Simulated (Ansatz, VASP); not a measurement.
## Two plane-wave programs on Mn

```
CELL_PARAMETERS angstrom
0.00000 1.95761 1.95761
1.95761 0.00000 1.95761
1.95761 1.95761 0.00000
ATOMIC_POSITIONS crystal
Mn 0.00000 0.00000 0.00000
```

Alike in both runs: functional r2SCAN; k mesh 8 × 8 × 8; occupations gaussian, width 0.1 eV; collinear spin.

Ansatz relaxed the structure, and its values are those at the end. VASP's run is a single point on that final structure, the one shown.

|  | VASP | Ansatz |
| --- | --- | --- |
| version | VASP 6.6.1 | Ansatz 0.2.0 |
| potentials or method | VASP PAW PBE potentials, release 64 (Mn_pv), cutoff 520 eV | scalar-relativistic, plane waves, PAW |
| valence electrons in the cell | 13 | 15 |

Ansatz gave:

- gap on the k mesh at the Fermi level (eV): none
- pressure (GPa): 0.1
- net moment per atom (μB): 3.70
- size of the moment on the site where the two differ most (μB): 3.68

Question: Which values does VASP return?

Answer: gap on the k mesh at the Fermi level (eV): none; pressure (GPa): 0.2; net moment per atom (μB): 3.70; size of the moment on the site where the two differ most (μB): 3.65.

VASP's potentials were made for PBE, not for r2SCAN. Site moments also hang on the region over which each program counts them. A gap of «none» marks a metal or a gap that the smearing closes. VASP's potentials hold 13 valence electrons a cell and Ansatz's 15, so a difference there can come from the potentials and not from the codes.
